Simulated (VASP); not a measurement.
# Au (I4/mmm) in VASP: a series of runs

Runs on Au. Level: PBE. Tasks: single point.

Everything below comes from runs of VASP 6.6.1. Logs are shortened: lines on timing, memory, paths and dates and some standing lists are left out, and cuts for length are marked.

**1. The cell of the first run**

It takes space group I4/mmm (No. 139, tetragonal). The conventional cell has a = 2.849 Å, b = 2.849 Å, c = 3.968 Å, α = 90.00°, β = 90.00°, γ = 90.00°. Within 3.7 Å of Au (site symmetry 4/mmm) lie 12 Au at 2.83 to 2.85 Å.

**2. Single point, PBE (strain -0.015 along x and y, -0.030 along z)**

Input file INCAR:

```
ALGO     = Fast           # electronic algorithm
EDIFF    = 1E-6           # SCF threshold, eV
ENCUT    = 520            # plane-wave cutoff, eV
GGA      = PE             # functional
ISIF     = 2              # what is computed and relaxed
ISMEAR   = 0              # smearing method
LASPH    = T              # aspherical terms in the spheres
LCHARG   = T              # write CHGCAR
LELF     = T              # ELF
LREAL    = F              # projectors in reciprocal space
LVHAR    = T            
LWAVE    = F              # write WAVECAR
NBANDS   = 12             # bands
NELM     = 100            # most SCF steps
PREC     = Accurate       # precision mode
SIGMA    = 0.15           # smearing width, eV
```

Input file KPOINTS:

```
k-points
0
Gamma
  20 20 20
```

Input file POSCAR:

```
Au
1.0
    0.0000000000      2.0148175000      1.9841350000
    2.0148175000      0.0000000000      1.9841350000
    2.0148175000      2.0148175000      0.0000000000
Au
1
Direct
    0.0000000000      0.0000000000      0.0000000000
```

Potentials or basis: VASP PAW PBE potentials, release 64 (Au).

Command:

```
$ cat potpaw_PBE.64/Au/POTCAR > POTCAR
$ mpirun -np 1 vasp_std > vasp.out
```

OUTCAR:

```text
EDIFF = 1E-6
   ENCUT = 520
   GGA = PE
   ISIF = 2
   ISMEAR = 0
   LASPH = T
   LREAL = F
   NELM = 100
   PREC = Accurate

 ion  position               nearest neighbor table
   1  0.000  0.000  0.000-

  LATTYP: Found a body centered tetragonal cell.
 ALAT       =     2.8493822342
 C/A-ratio  =     1.3926773152

  Lattice vectors:

 A1 = (   0.0000000000,  -2.0148175000,  -1.9841350000)
 A2 = (   0.0000000000,   2.0148175000,  -1.9841350000)
 A3 = (   2.0148175000,   0.0000000000,   1.9841350000)

Analysis of symmetry for initial positions (statically):
=====================================================================
 Subroutine PRICEL returns:
 Original cell was already a primitive cell.

 Routine SETGRP: Setting up the symmetry group for a
 body centered tetragonal supercell.

 Subroutine GETGRP returns: Found 16 space group operations
 (whereof 16 operations were pure point group operations)
 out of a pool of 16 trial point group operations.

The static configuration has the point symmetry D_4h.

Analysis of symmetry for dynamics (positions and initial velocities):
=====================================================================
 Subroutine PRICEL returns:
 Original cell was already a primitive cell.

 Routine SETGRP: Setting up the symmetry group for a
 body centered tetragonal supercell.

 Subroutine GETGRP returns: Found 16 space group operations
 (whereof 16 operations were pure point group operations)
 out of a pool of 16 trial point group operations.

The dynamic configuration has the point symmetry D_4h.

 Subroutine INISYM returns: Found 16 space group operations
 (whereof 16 operations are pure point group operations),
 and found     1 'primitive' translations

----------------------------------------------------------------------------------------

                                     Primitive cell

  volume of cell :      16.1092

  direct lattice vectors                    reciprocal lattice vectors
     0.000000000  2.014817500  1.984135000    -0.248161434  0.248161434  0.251998982
     2.014817500  0.000000000  1.984135000     0.248161434 -0.248161434  0.251998982
     2.014817500  2.014817500  0.000000000     0.248161434  0.248161434 -0.251998982

  length of vectors
     2.827769661  2.827769661  2.849382234     0.432055183  0.432055183  0.432055183

  position of ions in fractional coordinates (direct lattice)
     0.000000000  0.000000000  0.000000000

  ion indices of the primitive-cell ions
   primitive index   ion index
[... 77 lines left out ...]
   IBRION =     -1    ionic relax: 0-MD 1-quasi-New 2-CG
   NFREE  =      0    steps in history (QN), initial steepest desc. (CG)
   ISIF   =      2    stress and relaxation
   ISYM   =      2    0-nonsym 1-usesym 2-fastsym
   POTIM  = 0.5000    time-step for ionic-motion
   TEBEG  =    0.0;   TEEND  =   0.0 temperature during run
   PSTRESS=    0.0 pullay stress
   NELECT =      11.0000    total number of electrons
   NUPDOWN=      -1.0000    fix difference up-down
   EMIN   =  10.00;   EMAX   =-10.00  energy-range for DOS
   EFERMI =   0.00;   METHOD = LEGACY
   ISMEAR =     0;   SIGMA  =   0.15  broadening in eV -4-tet -1-fermi 0-gaus
   EFERMI_NEDOS =   21; number of points for ismear=-14 and -15
   IALGO  =     68    algorithm
   IMIX   =      4    mixing-type and parameters
     AMIX     =   0.40;   BMIX     =  1.00
     AMIX_MAG =   1.60;   BMIX_MAG =  1.00
  volume/ion in A,a.u.               =      16.11       108.71
  Fermi-wavevector in a.u.,A,eV,Ry     =   1.441611  2.724250 28.276215  2.078243
  Thomas-Fermi vector in A             =   2.560224
   LORBIT       =      0    0 simple, 1 ext, 2 COOP (PROOUT), +10 PAW based schemes
   GGA     = PE    functional components
   LHFCALC =     F    Hartree Fock is set to
   AEXX    =    0.0000 exact exchange contribution
   IVDW    =     0    specifies the selected vdW correction
   LEPSILON=     F    determine dielectric tensor
   LRPA    =     F    only Hartree local field effects (RPA)
 non-spin polarized calculation
 RMM-DIIS sequential band-by-band and
 Gauss-broadening in eV      SIGMA  =   0.15
  energy-cutoff  :      520.00
  volume of cell :       16.11
 maximum number of plane-waves:       448
 NGX is ok and might be reduce to    24
   NGX = 11   NGY = 11   NGZ = 11

 number of electron      11.0000001 magnetization

 Free energy of the ion-electron system (eV)
  ---------------------------------------------------
  ext. energy  EPLUGINS =         0.00000000
  ---------------------------------------------------
  free energy    TOTEN  =        -3.11605994 eV

  energy without entropy =       -3.11280250  energy(sigma->0) =       -3.11443122

 E-fermi :  10.4508     XC(G=0): -13.0569

 val. band max:       10.4319814432   @ k =   0.5000   0.3000   0.1500
 cond. band min:      10.4517643672   @ k =   0.4500   0.0000   0.4500
 fundamental gap:      0.0197829240
 Fermi energy:        10.4507603717

 k-point     1 :       0.0000    0.0000    0.0000
  band No.  band energies     occupation
      1      -0.0240      2.00000
      2       5.3878      2.00000
      3       5.3878      2.00000
      4       5.5335      2.00000
      5       7.0254      2.00000
      6       7.1876      2.00000
      7      24.8745      0.00000
      8      29.0953      0.00000
      9      29.0953      0.00000
     10      29.4044      0.00000
     11      34.2919      0.00000
     12      39.3803      0.00000
[... 331 lines left out ...]
 k-point    24 :      -0.3500    0.0500    0.0000
  band No.  band energies     occupation
      1       2.6216      2.00000
      2       5.5029      2.00000
      3       5.5707      2.00000
      4       6.5835      2.00000
      5       7.8252      2.00000
      6       8.3674      2.00000
      7      17.4318      0.00000
      8      25.0623      0.00000
      9      28.3158      0.00000
     10      29.6655      0.00000
     11      34.2676      0.00000
     12      35.1243      0.00000

 [... further k-points ...]
[... 5 lines left out ...]
  --------------------------------------------------------------------------------------
  -------------------------------------------------------------------------------------
  Total        2.0727799      2.0727799      2.1353238      0.0000000     -0.0000000      0.0000000
  in kB      206.1536930    206.1536930    212.3741592      0.0000000     -0.0000000      0.0000000
  external PRESSURE =     208.2271817 kB  Pullay stress =       0.0000000 kB

 VOLUME and BASIS-vectors are now :
 -----------------------------------------------------------------------------
  energy-cutoff  :      520.00
  volume of cell :       16.11
      direct lattice vectors                 reciprocal lattice vectors
     0.000000000  2.014817500  1.984135000    -0.248161434  0.248161434  0.251998982
     2.014817500  0.000000000  1.984135000     0.248161434 -0.248161434  0.251998982
     2.014817500  2.014817500  0.000000000     0.248161434  0.248161434 -0.251998982

 POSITION                                       TOTAL-FORCE (eV/Angst)
 -----------------------------------------------------------------------------------
      0.00000      0.00000      0.00000         0.000000      0.000000      0.000000
 -----------------------------------------------------------------------------------
    total drift:                               -0.000000      0.000000      0.000000

  FREE ENERGIE OF THE ION-ELECTRON SYSTEM (eV)
  ---------------------------------------------------
  free  energy   TOTEN  =        -3.1160599357 eV

  energy  without entropy=       -3.1128024972  energy(sigma->0) =       -3.11443122
```

stdout:

```text
POSCAR found type information on POSCAR Au
 POSCAR found :  1 types and       1 ions
 scaLAPACK will be used
 LDA part: xc-table for (Slater+PW92), standard interpolation
 POSCAR, INCAR and KPOINTS ok, starting setup
 FFT: planning ... GRIDC
 FFT: planning ... GRID_SOFT
 FFT: planning ... GRID
 WAVECAR not read
 entering main loop
WARNING in EDDRMM: call to ZHEGV failed, returncode =   6  3     12
```

Wall time 40 s (1 thread of Intel Xeon 6975P-C (Granite Rapids), shared host); peak memory 0.24 GiB.

What came out:

| Quantity | Value |
| --- | --- |
| Free energy | -3.1161 eV |
| Pressure | 20.8 GPa |

Levels at points of the mesh, in eV from the Fermi level:
| k point | band 4 | band 5 | band 6 | band 7 | band 8 | band 9 |
| --- | --- | --- | --- | --- | --- | --- |
| (0.00, 0.00, 0.00) | -4.92 | -3.43 | -3.26 | 14.42 | 18.64 | 18.64 |
| (0.50, 0.00, 0.00) | -2.05 | -1.98 | -1.23 | 3.38 | 13.88 | 17.38 |
| (0.50, 0.50, 0.00) | -1.65 | -1.65 | 1.04 | 6.50 | 9.98 | 9.98 |
| (0.50, 0.00, 0.50) | -1.72 | -1.61 | 0.76 | 6.12 | 10.23 | 10.28 |

Caveat: the cell differs from its parent crystal (strain -0.015 along x and y, -0.030 along z); spin-orbit coupling is left out, which moves the levels of the heavy elements.

**3. Single point, PBE (strain -0.015 along x and y, +0.000 along z)**

Input file INCAR:

```
SYSTEM = Au
PREC = Accurate
ENCUT = 520
EDIFF = 1E-6
ISMEAR = 0
SIGMA = 0.15
LREAL = .FALSE.
LASPH = .TRUE.
NELM = 100
ALGO = Normal
ISIF = 2
LWAVE = .FALSE.
LCHARG = .TRUE.
GGA = PE
LELF = .TRUE.
LVHAR = .TRUE.
NBANDS = 12
```

Input file KPOINTS:

```
regular mesh
0
G
  20 20 20
  0 0 0
```

Input file POSCAR:

```
Au
1.0
    0.0000000000      2.0148175000      2.0455000000
    2.0148175000      0.0000000000      2.0455000000
    2.0148175000      2.0148175000      0.0000000000
Au
1
Direct
    0.0000000000      0.0000000000      0.0000000000
```

Potentials or basis: VASP PAW PBE potentials, release 64 (Au).

Command:

```
$ cat potpaw_PBE.64/Au/POTCAR > POTCAR
$ mpirun -np 1 vasp_std > vasp.out
```

It took 36 s on 1 thread of Intel Xeon 6975P-C (Granite Rapids), shared host; peak memory 0.24 GiB.

The run converged. Its results:

| Property | Result |
| --- | --- |
| Free energy | -3.1696 eV |
| Pressure | 13.6 GPa |

Stress tensor (GPa, compression positive):
```
13.84  0.00  0.00
 0.00 13.84  0.00
 0.00  0.00 13.23
```

Levels at points of the mesh, in eV from the Fermi level:
```csv
k point,band 2,band 3,band 4,band 5,band 6,band 7,band 8,band 9,band 10,band 11
"(0.00, 0.00, 0.00)",-4.92,-4.78,-4.78,-3.32,-3.17,14.49,18.45,18.73,18.73,23.63
"(0.50, 0.00, 0.00)",-4.94,-4.80,-2.02,-1.96,-1.07,3.22,13.93,17.18,17.50,25.15
"(0.50, 0.50, 0.00)",-6.98,-2.03,-1.66,-1.66,0.78,5.75,10.27,10.27,17.66,20.34
"(0.50, 0.00, 0.50)",-6.98,-2.04,-1.70,-1.59,1.04,6.11,9.98,10.02,17.43,20.10
```

Caveat: the cell differs from its parent crystal (strain -0.015 along x and y, +0.000 along z); spin-orbit coupling is left out, which moves the levels of the heavy elements.
